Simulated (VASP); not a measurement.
A run of VASP 6.6.1 is set up as follows.

Contents of INCAR:

```
PREC     = Accurate       # precision mode
ENCUT    = 520            # plane-wave cutoff, eV
EDIFF    = 1E-6           # SCF threshold, eV
ISMEAR   = -1             # smearing method
SIGMA    = 0.1            # smearing width, eV
LREAL    = False          # projectors in reciprocal space
LASPH    = True           # aspherical terms in the spheres
NELM     = 100            # most SCF steps
ALGO     = Normal         # electronic algorithm
ISIF     = 2              # what is computed and relaxed
LWAVE    = False          # write WAVECAR
LCHARG   = True           # write CHGCAR
GGA      = RE             # functional
LELF     = True           # ELF
LVHAR    = True         
NBANDS   = 36             # bands
```

KPOINTS

```
regular mesh
0
Gamma
  11 11 3
```

Contents of POSCAR:

```
Pb
1.0
    3.6565924483      0.0000000000      0.0000000000
   -1.8282962242      3.1667019515      0.0000000000
    0.0000000000      0.0000000000     11.8066522958
Pb
4
Direct
    0.0000000000      0.0000000000      0.0000000000
    0.0000000000      0.0000000000      0.5000000000
    0.3333333333      0.6666666667      0.2500000000
    0.6666666667      0.3333333333      0.7500000000
```

Potentials or basis: VASP PAW PBE potentials, release 64 (Pb_d).

Launch:

```sh
$ cat potpaw_PBE.64/Pb_d/POTCAR > POTCAR
$ mpirun -np 1 vasp_std > vasp.out
```

Task: What does it give for the band gap on the k mesh?

Result: Zero (bands 28 and 29 overlap by 6.12 eV).

Task: Predict the pressure.

Result: -1.4 GPa.

Stress tensor (GPa, compression positive):
```
-1.41  0.00  0.00
 0.00 -1.41  0.00
 0.00  0.00 -1.24
```

Caveat: the PAW data sets were made with another functional, which shifts forces and pressure a little; spin-orbit coupling is left out, which moves the levels of the heavy elements.
